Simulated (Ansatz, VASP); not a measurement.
**SiO2 in VASP and in Ansatz**

POSCAR

```
SiO2
1.0
    4.9207348796      0.0000000000      0.0000000000
    0.0000000000      5.4146761696      0.0000000000
    0.0000000000      0.0000000000     24.7505006193
O Si
14 7
Direct
    0.8411971015      0.8822130097      0.3030241737
    0.8411971015      0.4511203237      0.3526206573
    0.2213811085      0.7844536570      0.3741697874
    0.4374217900      0.2155463430      0.3989680292
    0.9374217900      0.1177869903      0.4288543863
    0.7213811085      0.5488796763      0.4536526281
    0.3411971015      0.8822130097      0.4752017582
    0.3411971015      0.4511203237      0.5247982418
    0.7213811085      0.7844536570      0.5463473719
    0.9374217900      0.2155463430      0.5711456137
    0.4374217900      0.1177869903      0.6010319708
    0.2213811085      0.5488796763      0.6258302126
    0.8411971015      0.8822130097      0.6473793427
    0.8411971015      0.4511203237      0.6969758263
    0.0311416348      0.6666666667      0.3278224155
    0.7344291826      0.3333333333      0.4085493163
    0.2344291826      0.0000000000      0.4192730992
    0.5311416348      0.6666666667      0.5000000000
    0.2344291826      0.3333333333      0.5807269008
    0.7344291826      0.0000000000      0.5914506837
    0.0311416348      0.6666666667      0.6721775845
```

INCAR.step1

```
PREC     = Accurate       # precision mode
ENCUT    = 520            # plane-wave cutoff, eV
ISMEAR   = 0              # smearing method
SIGMA    = 0.05           # smearing width, eV
LREAL    = Auto         
LASPH    = T              # aspherical terms in the spheres
NELM     = 60             # most SCF steps
LDIPOL   = T            
IDIPOL   = 3            
DIPOL    = 0.5 0.5 0.500
NBANDS   = 72             # bands
GGA      = PE             # functional
ALGO     = Normal         # electronic algorithm
EDIFF    = 1E-4           # SCF threshold, eV
LWAVE    = T              # write WAVECAR
LCHARG   = F              # write CHGCAR
```

INCAR.step2

```
PREC     = Accurate       # precision mode
ENCUT    = 520            # plane-wave cutoff, eV
EDIFF    = 1E-6           # SCF threshold, eV
ISMEAR   = 0              # smearing method
SIGMA    = 0.05           # smearing width, eV
LREAL    = Auto         
LASPH    = T              # aspherical terms in the spheres
NELM     = 60             # most SCF steps
ALGO     = Normal         # electronic algorithm
ISIF     = 2              # what is computed and relaxed
LWAVE    = F              # write WAVECAR
LCHARG   = F              # write CHGCAR
LDIPOL   = T            
IDIPOL   = 3            
DIPOL    = 0.5 0.5 0.500
METAGGA  = R2SCAN         # meta-GGA
LMIXTAU  = T            
NBANDS   = 72             # bands
ISTART   = 1
```

Contents of KPOINTS:

```
regular mesh
0
Gamma
  6 5 1
```

Input for Ansatz:

```yaml
crystal:
  lattice:
    - [4.9207348796, 0.0, 0.0]
    - [0.0, 5.4146761696, 0.0]
    - [0.0, 0.0, 24.7505006193]
  atoms:
    - { symbol: O, position: [0.8411971015, 0.8822130097, 0.3030241737] }
    - { symbol: Si, position: [0.0311416348, 0.6666666667, 0.3278224155] }
    - { symbol: O, position: [0.8411971015, 0.4511203237, 0.3526206573] }
    - { symbol: O, position: [0.2213811085, 0.784453657, 0.3741697874] }
    - { symbol: O, position: [0.43742179, 0.215546343, 0.3989680292] }
    - { symbol: Si, position: [0.7344291826, 0.3333333333, 0.4085493163] }
    - { symbol: Si, position: [0.2344291826, 0.0, 0.4192730992] }
    - { symbol: O, position: [0.93742179, 0.1177869903, 0.4288543863] }
    - { symbol: O, position: [0.7213811085, 0.5488796763, 0.4536526281] }
    - { symbol: O, position: [0.3411971015, 0.8822130097, 0.4752017582] }
    - { symbol: Si, position: [0.5311416348, 0.6666666667, 0.5] }
    - { symbol: O, position: [0.3411971015, 0.4511203237, 0.5247982418] }
    - { symbol: O, position: [0.7213811085, 0.784453657, 0.5463473719] }
    - { symbol: O, position: [0.93742179, 0.215546343, 0.5711456137] }
    - { symbol: Si, position: [0.2344291826, 0.3333333333, 0.5807269008] }
    - { symbol: Si, position: [0.7344291826, 0.0, 0.5914506837] }
    - { symbol: O, position: [0.43742179, 0.1177869903, 0.6010319708] }
    - { symbol: O, position: [0.2213811085, 0.5488796763, 0.6258302126] }
    - { symbol: O, position: [0.8411971015, 0.8822130097, 0.6473793427] }
    - { symbol: Si, position: [0.0311416348, 0.6666666667, 0.6721775845] }
    - { symbol: O, position: [0.8411971015, 0.4511203237, 0.6969758263] }
basis:
  ecutwfc: 500
kpoints:
  mp_grid: { grid: [6, 5, 1] }
hamiltonian:
  xc: r2scan
scf:
  occupations: { method: gaussian, width: 0.05 }
output:
  forces: true
  stress: true
  eigenvalues: true
  write_density: true
  write_potential: true
  elf: true
  volumetric_format: npy
efield:
  axis: 3
  dipole_correction: true
  ramp_width: 0.04
```

Alike in both runs: task single point; functional r2SCAN; k mesh 6 × 5 × 1; occupations gaussian, width 0.05 eV; no spin polarisation.

|  | VASP | Ansatz |
| --- | --- | --- |
| version | VASP 6.6.1 | Ansatz 0.2.0 |
| potentials or method | VASP PAW PBE potentials, release 64 (O, Si), cutoff 520 eV | scalar-relativistic, plane waves, PAW |
| valence electrons in the cell | 112 | 112 |

```csv
,VASP,Ansatz,Ansatz less VASP
gap on the k mesh at the Fermi level (eV),1.71,1.74,+0.037
least direct gap on the mesh (eV),1.71,1.74,+0.037
rms of the force components (eV/Å),1.255,1.294,+0.0382
```

VASP's potentials were made for PBE, not for r2SCAN. With one functional, cell and mesh, what is left measures potentials, basis and numerics. Ansatz's warnings: xc potential rough in thin density.
